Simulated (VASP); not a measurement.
# Mg32O30F (a cell with a defect) in VASP: further runs, part 2 of 3

VASP 6.6.1. Earlier steps stand in the parts before.

## 3. Single point, PBE

The input, INCAR:

```
PREC = Accurate
ENCUT = 520
EDIFF = 1E-6
ISMEAR = 0
SIGMA = 0.02
LREAL = Auto
LASPH = True
NELM = 100
ALGO = Normal
ISIF = 2
LWAVE = False
LCHARG = False
GGA = PE
NBANDS = 162
NELECT = 250.0
```

The input, KPOINTS:

```
regular mesh
0
Gamma
  1 1 1
```

The input, POSCAR:

```
Mg32O30F
1.0
    8.6060000000      0.0000000000      0.0000000000
    0.0000000000      8.6060000000      0.0000000000
    0.0000000000      0.0000000000      8.6060000000
Mg O F
32 30 1
Direct
    0.5029159888     -0.0000450848     -0.0059821055
    0.7487642343      0.2511622124      0.0012004416
    0.7559530560     -0.0000428771      0.2470371834
   -0.0054223797     -0.0000693702     -0.0041932373
    0.2494865210      0.2539459679     -0.0005054613
    0.5000211480      0.5000461306     -0.0001160818
    0.7487479665      0.7487744597      0.0012138043
    0.2313258192      0.0002038113      0.2242372763
    0.4989434116      0.2568936788      0.2509998838
    0.7500769231      0.5000436904      0.2499432954
    0.5257349524      0.0002089240      0.5186256100
    0.7504640948      0.2539460841      0.5004747850
    0.7541338601     -0.0000709970      0.7553705554
   -0.0018649779      0.5000232396     -0.0006393214
    0.2495116198      0.7461273530     -0.0003374390
   -0.0015744829      0.2533309319      0.2495777365
    0.2471848710      0.4999393446      0.2468238438
    0.4988231466      0.7430653033      0.2511182896
   -0.0148714850     -0.0000479898      0.5013245410
    0.2535299791      0.2612284453      0.4964178480
    0.5031266558      0.4999401580      0.5027717871
    0.7502982803      0.7461265396      0.5004511968
    0.2486311875     -0.0000474088      0.7648525447
    0.5003803161      0.2533312805      0.7515313735
    0.7506044620      0.5000241692      0.7518336045
   -0.0014197072      0.7467379735      0.2495962119
   -0.0004888450      0.5000456658      0.5003033930
    0.2536116663      0.7386760400      0.4963312805
    0.0003994887      0.2509201720      0.7495639089
    0.2496620962      0.5000458982      0.7504486405
    0.5003630026      0.7467373925      0.7513761329
    0.0004013479      0.7490197537      0.7495585638
    0.7490987683      0.2492177551      0.2515485708
   -0.0014044852      0.4999883802      0.2507732977
    0.0047571462      0.2452820125      0.4992641181
    0.2476195677      0.2513828724      0.2477894492
    0.4988663723      0.4999161050      0.2510718104
    0.7490385777      0.7507177551      0.2515447362
   -0.0013661399     -0.0000884267      0.2515830816
    0.5021680223      0.2513919359      0.5023564955
    0.7522513363      0.4999879154      0.5008276784
    0.0048283756      0.7546438531      0.4992672554
    0.7504649082      0.2491403672      0.7502829421
    0.0009945387      0.4999805949      0.7489805949
   -0.0003114106      0.2491251452     -0.0004993028
    0.2477110156      0.7485041831      0.2478721822
    0.2502662096      0.4999215663      0.4996756914
    0.5020873809      0.7484893098      0.5022670230
    0.7530720428     -0.0001124797      0.5020872647
    0.2506990472      0.2452850337      0.7451952126
    0.4991724378      0.4999867534      0.7513901929
    0.7504630490      0.7507861957      0.7502849175
    0.0033535905     -0.0000292819      0.7466178248
    0.4984077388      0.2491983500      0.0008570765
    0.7490993493      0.4999796653      0.0008699744
   -0.0003152452      0.7508013014     -0.0004966303
    0.2506983500      0.7546408320      0.7451221241
    0.4983855450     -0.0000883105      0.7512976993
    0.2491252614      0.4999898908     -0.0022716709
    0.4984157564      0.7507363467      0.0009144783
    0.7505729723     -0.0000298629     -0.0006139902
    0.2479078550     -0.0001144550     -0.0031116663
    0.3316931211     -0.0000563560      0.4183755519
```

Potentials or basis: VASP PAW PBE potentials, release 64 (Mg, O, F).

On the command line:

```sh
cat potpaw_PBE.64/Mg/POTCAR potpaw_PBE.64/O/POTCAR potpaw_PBE.64/F/POTCAR > POTCAR
mpirun -np 1 vasp_gam > vasp.out
```

Run time: 5.3 min. Hardware: 1 thread of Intel Xeon 8259CL, shared host; peak memory 0.57 GiB.

Results (log left out):

- Free energy: -369.6447 eV
- Largest force: 2.122 eV/Å

Forces on the atoms (eV/Å):
```
Mg   0.028  0.000  0.131
Mg   0.006  0.006 -0.007
Mg  -0.133 -0.001 -0.027
Mg   0.029  0.002  0.024
Mg   0.018 -0.007  0.004
Mg   0.017 -0.002 -0.009
Mg   0.005 -0.005 -0.005
Mg   0.274 -0.007 -0.007
Mg   0.070 -0.084 -0.069
Mg   0.010 -0.002 -0.017
Mg   0.014 -0.007 -0.269
Mg  -0.004 -0.007 -0.018
Mg  -0.023  0.002 -0.028
Mg  -0.004 -0.002  0.001
Mg   0.020  0.001 -0.003
Mg   0.013 -0.026 -0.023
Mg   0.038  0.000 -0.015
Mg   0.075  0.083 -0.074
Mg  -0.137 -0.001 -0.062
Mg   0.065  0.069 -0.064
Mg   0.015  0.000 -0.037
Mg   0.002  0.001 -0.020
Mg   0.064 -0.002  0.134
Mg   0.023 -0.027 -0.013
Mg  -0.001 -0.002  0.004
Mg   0.006  0.020 -0.021
Mg   0.023 -0.001 -0.015
Mg   0.062 -0.066 -0.060
Mg   0.006 -0.001 -0.006
Mg   0.014 -0.001 -0.023
Mg   0.021  0.021 -0.007
Mg   0.009  0.002 -0.008
O    0.093  0.067 -0.014
O    0.045  0.000  0.005
O    0.087 -0.071 -0.002
O    0.037 -0.023  0.003
O    0.015  0.003 -0.013
O    0.096 -0.066 -0.014
O    0.086  0.005  0.039
O   -0.002 -0.022 -0.039
O    0.027  0.001  0.005
O    0.084  0.071 -0.003
O    0.022  0.003 -0.026
O    0.017  0.000 -0.017
O    0.025  0.004 -0.021
O    0.033  0.026 -0.001
O    0.003  0.002 -0.002
O    0.002  0.025 -0.034
O    0.020  0.006  0.038
O    0.001 -0.071 -0.086
O   -0.004  0.001 -0.047
O    0.021 -0.002 -0.026
O    0.105  0.000 -0.106
O    0.014  0.069 -0.093
O    0.029  0.000 -0.029
O    0.026 -0.002 -0.021
O    0.002  0.072 -0.083
O   -0.039  0.004 -0.082
O   -0.004  0.001 -0.028
O    0.014 -0.068 -0.096
O    0.072 -0.001 -0.072
O   -0.041  0.006 -0.018
F   -1.509  0.000  1.491
```

Levels at points of the mesh, in eV from the Fermi level:
```tsv
k point	band 121	band 122	band 123	band 124	band 125	band 126	band 127	band 128	band 129	band 130
(0.00, 0.00, 0.00)	-3.26	-2.85	-2.83	-2.83	-0.19	1.46	2.68	3.64	3.80	4.21
```

Caveat: the k points lie up to 0.73 Å⁻¹ apart; the cell carries a net charge on a neutralising background, which shifts energy and pressure; the cell is charged against a uniform background, so pressure and absolute levels hang on convention.

## 4. Single point, PBE

The input, INCAR:

```
SYSTEM = Mg32O30F
PREC = Accurate ; ENCUT = 520
EDIFF = 1E-6 ; ISMEAR = 0
SIGMA = 0.02 ; LREAL = Auto
LASPH = .TRUE. ; NELM = 100
ALGO = Normal ; ISIF = 2
LWAVE = .FALSE. ; LCHARG = .TRUE.
GGA = PE ; LELF = .TRUE.
LVHAR = .TRUE. ; NBANDS = 162
NELECT = 250.0
```

The input, KPOINTS:

```
regular mesh
0
G
  1 1 1
  0 0 0
```

The input, POSCAR:

```
Mg32O30F
1.0
    8.6060000000      0.0000000000      0.0000000000
    0.0000000000      8.6060000000      0.0000000000
    0.0000000000      0.0000000000      8.6060000000
Mg O F
32 30 1
Direct
    0.5024445736     -0.0000261446     -0.0039385313
    0.7490929584      0.2511611666      0.0008896119
    0.7539270277     -0.0000256798      0.2475281199
   -0.0040056937     -0.0000345108     -0.0023375552
    0.2493267488      0.2531007437     -0.0000785498
    0.4999732745      0.5000300953     -0.0002376249
    0.7490762259      0.7488019986      0.0009063444
    0.2401277016      0.0000993493      0.2312437834
    0.4998250058      0.2552342552      0.2501450151
    0.7502194980      0.5000292819      0.2500082501
    0.5187643505      0.0001008599      0.5098344178
    0.7500613525      0.2531017894      0.5006569835
    0.7523042064     -0.0000347432      0.7539765280
   -0.0018641645      0.5000142924     -0.0002943295
    0.2493539391      0.7469386475      0.0000242854
   -0.0011583779      0.2520201023      0.2498394144
    0.2479156403      0.4999557286      0.2472846851
    0.4997628399      0.7447587729      0.2502083430
   -0.0149769928     -0.0000307925      0.5003008366
    0.2528162910      0.2614244713      0.4971509412
    0.5026852196      0.4999561934      0.5020649547
    0.7499592145      0.7469367883      0.5006295608
    0.2496738322     -0.0000312573      0.7649852429
    0.5001397862      0.2520224262      0.7511358355
    0.7502788752      0.5000138276      0.7518541715
   -0.0010794794      0.7480152219      0.2498582384
   -0.0007161283      0.5000382291      0.5004195910
    0.2528616082      0.7385319545      0.4971035324
    0.0003811294      0.2503425517      0.7495985359
    0.2495637927      0.5000393911      0.7506956774
    0.5001201487      0.7480126656      0.7510543807
    0.0003853126      0.7496271206      0.7495941204
    0.7499330700      0.2498795027      0.2514022775
   -0.0005928422      0.4999927957      0.2511350221
    0.0047856147      0.2450957472      0.4995278875
    0.2488628864      0.2499029747      0.2494005345
    0.4988973972      0.4999532884      0.2510706484
    0.7499091332      0.7500869161      0.2514001859
    0.0001952126     -0.0000447362      0.2523054845
    0.5005748315      0.2499014641      0.5011331629
    0.7517013711      0.4999966303      0.5010126656
    0.0048239600      0.7548620730      0.4995296305
    0.7503355798      0.2492193818      0.7501259586
    0.0009639786      0.4999919823      0.7490261446
   -0.0001387404      0.2492107832     -0.0003547525
    0.2489144783      0.7500425285      0.2494435278
    0.2501712759      0.4999514292      0.4998013014
    0.5005334650      0.7500411341      0.5010829654
    0.7514333023     -0.0000621659      0.5022957239
    0.2504565419      0.2450884267      0.7451896351
    0.4988347664      0.4999922147      0.7505869161
    0.7503308157      0.7507412271      0.7501225889
    0.0043677667     -0.0000219614      0.7456258424
    0.4985735533      0.2498659075      0.0000436904
    0.7492112480      0.4999918661      0.0007722519
   -0.0001363003      0.7507498257     -0.0003496398
    0.2504564257      0.7548691611      0.7451505926
    0.4976629096     -0.0000452010      0.7497536602
    0.2489668836      0.4999976760     -0.0017145015
    0.4985782013      0.7501003951      0.0000660005
    0.7507849175     -0.0000191727     -0.0008125726
    0.2477059029     -0.0000629793     -0.0014414362
    0.2883007204      0.0000041831      0.4617310016
```

Potentials or basis: VASP PAW PBE potentials, release 64 (Mg, O, F).

On the command line:

```sh
cat potpaw_PBE.64/Mg/POTCAR potpaw_PBE.64/O/POTCAR potpaw_PBE.64/F/POTCAR > POTCAR
mpirun -np 1 vasp_gam > vasp.out
```

OUTCAR:

```text
SYSTEM = Mg32O30F
   PREC = Accurate
   ENCUT = 520
   EDIFF = 1E-6
   ISMEAR = 0
   LREAL = Auto
   LASPH = .TRUE.
   NELM = 100
   ISIF = 2
   GGA = PE
   NELECT = 250.0

 ion  position               nearest neighbor table
   1  0.502  1.000  0.996-  58 2.12  61 2.14  60 2.15  54 2.15  62 2.19  23 2.95  13 2.99  31 3.02
                            24 3.02   7 3.03   2 3.03   8 3.03   3 3.06  15 3.08   5 3.08   9 3.10
   2  0.749  0.251  0.001-  55 2.14  33 2.16  54 2.16  43 2.16  45 2.16  61 2.16  25 3.03   3 3.03
                            14 3.03   1 3.03  10 3.03   6 3.03   4 3.03  13 3.03   9 3.03  16 3.03
   3  0.754  1.000  0.248-  39 2.12  61 2.14  38 2.15  33 2.15  49 2.19  19 2.95   4 2.99  26 3.02
                            16 3.02   7 3.03   2 3.03  11 3.03   1 3.06  22 3.08  12 3.08   9 3.10
   4  0.996  1.000  0.998-  61 2.11  56 2.15  45 2.15  62 2.17  53 2.17  39 2.19   8 2.91  23 2.96
                            13 2.97   3 2.99   7 3.03   2 3.03  32 3.03  29 3.03  26 3.07  16 3.07
   5  0.249  0.253  1.000-  59 2.12  54 2.15  45 2.15  36 2.15  62 2.18  50 2.19   8 2.95  23 2.97
                            17 3.01  30 3.02   6 3.03  14 3.03  29 3.04  24 3.04  16 3.05   9 3.05
   6  0.500  0.500  1.000-  51 2.14  55 2.14  60 2.15  54 2.15  59 2.16  37 2.16  18 3.01   9 3.01
                            24 3.02  31 3.02  15 3.03   5 3.03   7 3.03   2 3.03  25 3.03  30 3.04
   7  0.749  0.749  0.001-  55 2.14  38 2.16  60 2.16  52 2.16  56 2.16  61 2.16  25 3.03  14 3.03
                             3 3.03   1 3.03  10 3.03   6 3.03   4 3.03  13 3.03  18 3.03  26 3.04
   8  0.240  0.000  0.231-  62 2.00  63 2.03  39 2.07  36 2.16  46 2.16   4 2.91   5 2.95  15 2.95
                            16 3.01  26 3.01   1 3.03   9 3.14  18 3.14  19 3.19  20 3.21  28 3.21
   9  0.500  0.255  0.250-  37 2.11  54 2.15  33 2.15  36 2.16  40 2.16  20 3.01   6 3.01  10 3.01
[... 76 lines left out ...]
  62  0.248  1.000  0.999-   8 2.00  23 2.01   4 2.17  15 2.18   5 2.18   1 2.19
  63  0.288  0.000  0.462-  11 2.03   8 2.03  20 2.29  28 2.29  23 2.63  19 2.63

  LATTYP: Found a simple cubic cell.
 ALAT       =     8.6060000000

  Lattice vectors:

 A1 = (   8.6060000000,   0.0000000000,   0.0000000000)
 A2 = (   0.0000000000,   8.6060000000,   0.0000000000)
 A3 = (   0.0000000000,   0.0000000000,   8.6060000000)

Analysis of symmetry for initial positions (statically):
=====================================================================
 Subroutine PRICEL returns:
 Original cell was already a primitive cell.

 Routine SETGRP: Setting up the symmetry group for a
[... 254 lines left out ...]
   NGX = 33   NGY = 33   NGZ = 33

 number of electron     249.9999829 magnetization

 Free energy of the ion-electron system (eV)
  ---------------------------------------------------
  ext. energy  EPLUGINS =         0.00000000
  ---------------------------------------------------
  free energy    TOTEN  =      -370.77521340 eV

  energy without entropy =     -370.77521340  energy(sigma->0) =     -370.77521340

 E-fermi :   5.0919     XC(G=0): -10.6885

 val. band max:        4.9492394632   @ k =   0.0000   0.0000   0.0000
 cond. band min:       7.1815802467   @ k =   0.0000   0.0000   0.0000
 fundamental gap:      2.2323407835
 Fermi energy:         5.0919375496

 k-point     1 :       0.0000    0.0000    0.0000
  band No.  band energies     occupation
      1     -20.8349      2.00000
      2     -14.2427      2.00000
      3     -13.7247      2.00000
      4     -13.7039      2.00000
      5     -13.6407      2.00000
      6     -13.5826      2.00000
[... 129 lines left out ...]
    136      10.4535      0.00000
    137      10.5342      0.00000
 [bands above 137 left out]

------------------------ aborting loop because EDIFF is reached ----------------------------------------

  FORCE on cell =-STRESS in cart. coord.  units (eV):
  Direction    XX          YY          ZZ          XY          YZ          ZX
  --------------------------------------------------------------------------------------
  -------------------------------------------------------------------------------------
  Total      -20.4342845    -22.2121920    -20.4340667      0.0013111     -0.0010588      0.5789159
  in kB      -51.3648463    -55.8339014    -51.3642989      0.0032958     -0.0026614      1.4551977
  external PRESSURE =     -52.8543489 kB  Pullay stress =       0.0000000 kB

 VOLUME and BASIS-vectors are now :
 -----------------------------------------------------------------------------
  energy-cutoff  :      520.00
  volume of cell :      637.39
      direct lattice vectors                 reciprocal lattice vectors
     8.606000000  0.000000000  0.000000000     0.116198001  0.000000000  0.000000000
     0.000000000  8.606000000  0.000000000     0.000000000  0.116198001  0.000000000
     0.000000000  0.000000000  8.606000000     0.000000000  0.000000000  0.116198001

 POSITION                                       TOTAL-FORCE (eV/Angst)
 -----------------------------------------------------------------------------------
      4.32404      8.60577      8.57210         0.001689      0.000193      0.016675
      6.44669      2.16149      0.00766         0.022046      0.003504     -0.022373
      6.48830      8.60578      2.13023        -0.018099     -0.000082     -0.001524
      8.57153      8.60570      8.58588         0.055562      0.000574      0.027576
      2.14571      2.17819      8.60532         0.012904     -0.023411     -0.007197
      4.30277      4.30326      8.60396         0.015572     -0.001911     -0.018683
[... 55 lines left out ...]
      2.13176      8.60546      8.59360         0.016749      0.003267      0.037787
      2.48112      0.00004      3.97366        -1.051261      0.000432      1.047428
 -----------------------------------------------------------------------------------
    total drift:                                0.016814      0.001300     -0.018169

  FREE ENERGIE OF THE ION-ELECTRON SYSTEM (eV)
  ---------------------------------------------------
  free  energy   TOTEN  =      -370.7752134036 eV

  energy  without entropy=     -370.7752134036  energy(sigma->0) =     -370.77521340
```

stdout:

```text
POSCAR found type information on POSCAR MgO F
 POSCAR found :  3 types and      63 ions
 scaLAPACK will be used
 LDA part: xc-table for (Slater+PW92), standard interpolation
 POSCAR, INCAR and KPOINTS ok, starting setup
 FFT: planning ... GRIDC
 FFT: planning ... GRID_SOFT
 FFT: planning ... GRID
 WAVECAR not read
 entering main loop
 the old and the new charge density differ
 old charge density:   251.00000 new  249.99998
    0.397E+01
```

Wall time 4.8 min (1 thread of Intel Xeon 8259CL, shared host); peak memory 0.57 GiB.

Results:

* Free energy: -370.7752 eV
* Largest force: 1.484 eV/Å

Forces on the atoms (eV/Å):
```
Mg   0.002  0.000  0.017
Mg   0.022  0.004 -0.022
Mg  -0.018  0.000 -0.002
Mg   0.056  0.001  0.028
Mg   0.013 -0.023 -0.007
Mg   0.016 -0.002 -0.019
Mg   0.022 -0.003 -0.023
Mg   0.225 -0.005  0.154
Mg   0.039 -0.025 -0.038
Mg   0.018 -0.002 -0.016
Mg  -0.156 -0.005 -0.223
Mg   0.007 -0.023 -0.013
Mg  -0.027  0.001 -0.055
Mg   0.011 -0.001 -0.008
Mg   0.012  0.020 -0.011
Mg   0.027 -0.029 -0.013
Mg   0.034  0.001 -0.003
Mg   0.041  0.024 -0.040
Mg  -0.003  0.000 -0.040
Mg   0.002  0.015  0.000
Mg   0.003  0.001 -0.034
Mg   0.011  0.020 -0.012
Mg   0.042 -0.001  0.000
Mg   0.013 -0.030 -0.027
Mg   0.007 -0.001 -0.012
Mg   0.024  0.026 -0.013
Mg   0.012 -0.001 -0.013
Mg   0.000 -0.015  0.001
Mg   0.018 -0.012 -0.018
Mg   0.013 -0.001 -0.012
Mg   0.012  0.026 -0.024
Mg   0.018  0.011 -0.018
O    0.035  0.014 -0.027
O    0.038  0.001 -0.015
O    0.019 -0.009 -0.010
O    0.055 -0.042  0.030
O    0.024  0.002 -0.023
O    0.036 -0.013 -0.027
O    0.058  0.003  0.001
O   -0.028 -0.041 -0.057
O    0.000  0.000 -0.016
O    0.018  0.009 -0.010
O    0.012  0.006 -0.021
O    0.010  0.000 -0.010
O    0.021  0.006 -0.011
O    0.052  0.045  0.027
O    0.012  0.003 -0.011
O   -0.026  0.044 -0.054
O   -0.036  0.003 -0.018
O    0.008 -0.008 -0.019
O    0.016  0.001 -0.039
O    0.011 -0.005 -0.021
O    0.044  0.000 -0.045
O    0.027  0.015 -0.035
O    0.024  0.000 -0.024
O    0.021 -0.005 -0.011
O    0.009  0.008 -0.018
O    0.001  0.003 -0.054
O    0.017  0.000  0.000
O    0.027 -0.014 -0.035
O    0.016  0.000 -0.015
O    0.017  0.003  0.038
F   -1.051  0.000  1.047
```

Levels at points of the mesh, in eV from the Fermi level:
| k point | band 123 | band 124 | band 125 | band 126 | band 127 | band 128 |
| --- | --- | --- | --- | --- | --- | --- |
| (0.00, 0.00, 0.00) | -2.50 | -2.50 | -0.14 | 2.09 | 3.69 | 3.89 |

Caveat: the k points lie up to 0.73 Å⁻¹ apart; the cell carries a net charge on a neutralising background, which shifts energy and pressure; the cell is charged against a uniform background, so pressure and absolute levels hang on convention.

[end of part 2 of 3]
